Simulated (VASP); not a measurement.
# Ga4AsP3 (Amm2) in VASP: a series of runs, part 3 of 3

VASP 6.6.1. The steps go on from the part before.

**5. Single point, PBE**

INCAR

```
PREC     = Accurate       # precision mode
ENCUT    = 520            # plane-wave cutoff, eV
EDIFF    = 1E-6           # SCF threshold, eV
ISMEAR   = 0              # smearing method
SIGMA    = 0.02           # smearing width, eV
LREAL    = False          # projectors in reciprocal space
LASPH    = True           # aspherical terms in the spheres
NELM     = 80             # most SCF steps
ALGO     = Normal         # electronic algorithm
ISIF     = 2              # what is computed and relaxed
LWAVE    = False          # write WAVECAR
LCHARG   = False          # write CHGCAR
GGA      = PE             # functional
NBANDS   = 46             # bands
```

KPOINTS

```
regular mesh
0
Gamma
  8 4 4
```

POSCAR

```
Ga4AsP3
1.0
    3.9342944541      0.0000000000      0.0000000000
    0.0000000000      3.9349575110      5.5642021153
    0.0000000000     -3.9349575110      5.5642021153
Ga P As
4 3 1
Direct
    0.0000000000      0.9950691213      0.9950691213
    0.5000000000      0.5072613016      0.9971255706
    0.5000000000      0.9971255706      0.5072613016
    0.0000000000      0.5002932075      0.5002932075
    0.0000000000      0.6248726889      0.1251407805
    0.0000000000      0.1251407805      0.6248726889
    0.5000000000      0.6250479213      0.6250479213
    0.5000000000      0.1251894082      0.1251894082
```

Potentials or basis: VASP PAW PBE potentials, release 64 (Ga_d, P, As).

The run is started by

```bash
cat potpaw_PBE.64/Ga_d/POTCAR potpaw_PBE.64/P/POTCAR potpaw_PBE.64/As/POTCAR > POTCAR
mpirun -np 1 vasp_std > vasp.out
```

OUTCAR:

```text
PREC = Accurate
   ENCUT = 520
   EDIFF = 1E-6
   ISMEAR = 0
   LREAL = False
   LASPH = True
   NELM = 80
   ISIF = 2
   GGA = PE

 ion  position               nearest neighbor table
   1  0.000  0.995  0.995-   5 2.38   6 2.38   8 2.44   8 2.44
   2  0.500  0.507  0.997-   7 2.39   5 2.40   5 2.40   8 2.46
   3  0.500  0.997  0.507-   7 2.39   6 2.40   6 2.40   8 2.46
   4  0.000  0.500  0.500-   7 2.41   7 2.41   5 2.41   6 2.41
   5  0.000  0.625  0.125-   1 2.38   2 2.40   2 2.40   4 2.41
   6  0.000  0.125  0.625-   1 2.38   3 2.40   3 2.40   4 2.41
   7  0.500  0.625  0.625-   2 2.39   3 2.39   4 2.41   4 2.41
   8  0.500  0.125  0.125-   1 2.44   1 2.44   3 2.46   2 2.46

  LATTYP: Found a base centered orthorhombic cell.
 ALAT       =     7.8699150220
 B/A-ratio  =     1.4140437603
 C/A-ratio  =     0.4999157479

  Lattice vectors:

 A1 = (   0.0000000000,   3.9349575110,  -5.5642021153)
 A2 = (   0.0000000000,   3.9349575110,   5.5642021153)
 A3 = (   3.9342944541,   0.0000000000,   0.0000000000)

Analysis of symmetry for initial positions (statically):
=====================================================================
 Subroutine PRICEL returns:
 Original cell was already a primitive cell.

 Routine SETGRP: Setting up the symmetry group for a
 base centered orthorhombic supercell.

 Subroutine GETGRP returns: Found  4 space group operations
 (whereof  4 operations were pure point group operations)
 out of a pool of  8 trial point group operations.

The static configuration has the point symmetry C_2v.

Analysis of symmetry for dynamics (positions and initial velocities):
=====================================================================
 Subroutine PRICEL returns:
 Original cell was already a primitive cell.
[... 136 lines left out ...]
   EFERMI_NEDOS =   21; number of points for ismear=-14 and -15
   IALGO  =     38    algorithm
   IMIX   =      4    mixing-type and parameters
     AMIX     =   0.40;   BMIX     =  1.00
     AMIX_MAG =   1.60;   BMIX_MAG =  1.00
  volume/ion in A,a.u.               =      21.54       145.33
  Fermi-wavevector in a.u.,A,eV,Ry     =   1.223975  2.312977 20.383075  1.498114
  Thomas-Fermi vector in A             =   2.359066
   LORBIT       =      0    0 simple, 1 ext, 2 COOP (PROOUT), +10 PAW based schemes
   GGA     = PE    functional components
   LHFCALC =     F    Hartree Fock is set to
   AEXX    =    0.0000 exact exchange contribution
   IVDW    =     0    specifies the selected vdW correction
   LEPSILON=     F    determine dielectric tensor
   LRPA    =     F    only Hartree local field effects (RPA)
 non-spin polarized calculation
 Gauss-broadening in eV      SIGMA  =   0.02
  energy-cutoff  :      520.00
  volume of cell :      172.28
 maximum number of plane-waves:      4713
 NGX is ok and might be reduce to    30
   NGX = 15   NGY = 25   NGZ = 25

 number of electron      71.9999976 magnetization

 Free energy of the ion-electron system (eV)
  ---------------------------------------------------
  ext. energy  EPLUGINS =         0.00000000
  ---------------------------------------------------
  free energy    TOTEN  =       -35.58840766 eV

  energy without entropy =      -35.58840766  energy(sigma->0) =      -35.58840766

 E-fermi :   4.3048     XC(G=0):  -9.6174

 val. band max:        4.2007511221   @ k =   0.0000   0.0000   0.0000
 cond. band min:       5.2994645228   @ k =   0.0000   0.0000   0.0000
 fundamental gap:      1.0987134007
 Fermi energy:         4.3048213341

 k-point     1 :       0.0000    0.0000    0.0000
  band No.  band energies     occupation
      1     -10.5723      2.00000
      2     -10.5416      2.00000
      3     -10.5097      2.00000
      4     -10.4962      2.00000
      5     -10.4647      2.00000
      6     -10.4456      2.00000
[... 1165 lines left out ...]
     45       9.3867      0.00000
     46       9.8388      0.00000

 [... further k-points ...]
[... 5 lines left out ...]
  --------------------------------------------------------------------------------------
  -------------------------------------------------------------------------------------
  Total        0.0433301      0.0896159      0.0645082      0.0000000      0.0000000      0.0000000
  in kB        0.4029583      0.8334048      0.5999091      0.0000000      0.0000000      0.0000000
  external PRESSURE =       0.6120907 kB  Pullay stress =       0.0000000 kB

 VOLUME and BASIS-vectors are now :
 -----------------------------------------------------------------------------
  energy-cutoff  :      520.00
  volume of cell :      172.28
      direct lattice vectors                 reciprocal lattice vectors
     3.934294454  0.000000000  0.000000000     0.254175180  0.000000000  0.000000000
     0.000000000  3.934957511  5.564202115     0.000000000  0.127066175  0.089860143
     0.000000000 -3.934957511  5.564202115     0.000000000 -0.127066175  0.089860143

 POSITION                                       TOTAL-FORCE (eV/Angst)
 -----------------------------------------------------------------------------------
      0.00000      0.00000     11.07353         0.000000      0.000000     -0.013400
      1.96715     -1.92760      8.37071         0.000000      0.009214      0.013496
      1.96715      1.92760      8.37071         0.000000     -0.009214      0.013496
      0.00000      0.00000      5.56747         0.000000      0.000000      0.007900
      0.00000      1.96642      4.17323         0.000000      0.003137     -0.006496
      0.00000     -1.96642      4.17323         0.000000     -0.003137     -0.006496
      1.96715      0.00000      6.95579         0.000000      0.000000     -0.005854
      1.96715      0.00000      1.39316         0.000000      0.000000     -0.002646
 -----------------------------------------------------------------------------------
    total drift:                                0.000000      0.000000      0.001519

  FREE ENERGIE OF THE ION-ELECTRON SYSTEM (eV)
  ---------------------------------------------------
  free  energy   TOTEN  =       -35.5884076623 eV

  energy  without entropy=      -35.5884076623  energy(sigma->0) =      -35.58840766
```

OSZICAR:

```text
N       E                     dE             d eps       ncg     rms          rms(c)
DAV:   1     0.637934046645E+03    0.63793E+03   -0.32953E+04  3494   0.228E+03
DAV:   2     0.673144827286E+02   -0.57062E+03   -0.54937E+03  3442   0.600E+02
DAV:   3    -0.300652779222E+02   -0.97380E+02   -0.94586E+02  3714   0.172E+02
DAV:   4    -0.363516519874E+02   -0.62864E+01   -0.62395E+01  4172   0.436E+01
DAV:   5    -0.365162674853E+02   -0.16462E+00   -0.16444E+00  4316   0.705E+00    0.766E+00
DAV:   6    -0.356604396476E+02    0.85583E+00   -0.16681E+00  4766   0.139E+01    0.458E+00
DAV:   7    -0.355858660951E+02    0.74574E-01   -0.78924E-01  3716   0.398E+00    0.188E+00
DAV:   8    -0.355884239941E+02   -0.25579E-02   -0.14907E-01  4298   0.587E+00    0.223E-01
DAV:   9    -0.355873446478E+02    0.10793E-02   -0.21961E-02  4376   0.240E+00    0.117E-01
DAV:  10    -0.355879230369E+02   -0.57839E-03   -0.53357E-03  3888   0.681E-01    0.791E-02
DAV:  11    -0.355883430368E+02   -0.42000E-03   -0.13312E-03  3712   0.301E-01    0.293E-02
DAV:  12    -0.355883872868E+02   -0.44250E-04   -0.21475E-04  3992   0.213E-01    0.127E-02
DAV:  13    -0.355884032442E+02   -0.15957E-04   -0.54209E-05  3738   0.121E-01    0.789E-03
DAV:  14    -0.355884074120E+02   -0.41678E-05   -0.18776E-05  4382   0.423E-02    0.338E-03
DAV:  15    -0.355884076623E+02   -0.25035E-06   -0.23577E-06  2858   0.215E-02
   1 F= -.35588408E+02 E0= -.35588408E+02  d E =-.153483E-15
```

stdout:

```text
POSCAR found type information on POSCAR GaP As
 POSCAR found :  3 types and       8 ions
 scaLAPACK will be used
 LDA part: xc-table for (Slater+PW92), standard interpolation
 POSCAR, INCAR and KPOINTS ok, starting setup
 FFT: planning ... GRIDC
 FFT: planning ... GRID_SOFT
 FFT: planning ... GRID
 WAVECAR not read
 entering main loop
```

Wall time 6.1 min (1 thread of Intel Xeon 8259CL, shared host); peak memory 0.42 GiB.

What came out:

```
Free energy            : -35.5884 eV
Pressure               : 0.1 GPa
Largest force          : 0.016 eV/Å
Band gap on the k mesh : 1.10 eV
```

Forces on the atoms (eV/Å):
```
Ga   0.000  0.000 -0.013
Ga   0.000  0.009  0.013
Ga   0.000 -0.009  0.013
Ga   0.000  0.000  0.008
P    0.000  0.003 -0.006
P    0.000 -0.003 -0.006
P    0.000  0.000 -0.006
As   0.000  0.000 -0.003
```

A k mesh can miss the band edges.

**6. The runs side by side**

```csv
task,cell,k mesh,cutoff (eV),smearing,gap on the mesh (eV),pressure (GPa),largest force (eV/Å)
relaxation of cell and atoms,"relaxed from a = 3.945, b = 6.795, c = 6.795 Å, angles 70.7, 90.0, 90.0°, 8 atoms, atomic positions A",8 × 4 × 4,600,gaussian 0.02 eV,1.09,0.0,0.01
single point,"a = 3.824, b = 6.623, c = 6.623 Å, angles 70.5, 90.0, 90.0°, 8 atoms, atomic positions B",4 × 4 × 4,520,gaussian 0.1 eV,1.48,7.8,0.94
single point,"a = 3.945, b = 6.795, c = 6.795 Å, angles 70.7, 90.0, 90.0°, 8 atoms, atomic positions A",4 × 4 × 4,520,gaussian 0.1 eV,1.14,0.2,0.05
single point,"a = 3.934, b = 6.815, c = 6.815 Å, angles 70.5, 90.0, 90.0°, 8 atoms, atomic positions A",8 × 4 × 4,520,gaussian 0.02 eV,1.10,0.1,0.02
```

Alike in all rows: level PBE; potentials or basis VASP PAW PBE potentials, release 64 (Ga_d, P, As); no spin polarisation.

Caveats: the cell stands under pressure (at least some runs).

Absolute energies hang on the potentials; compare differences alone.
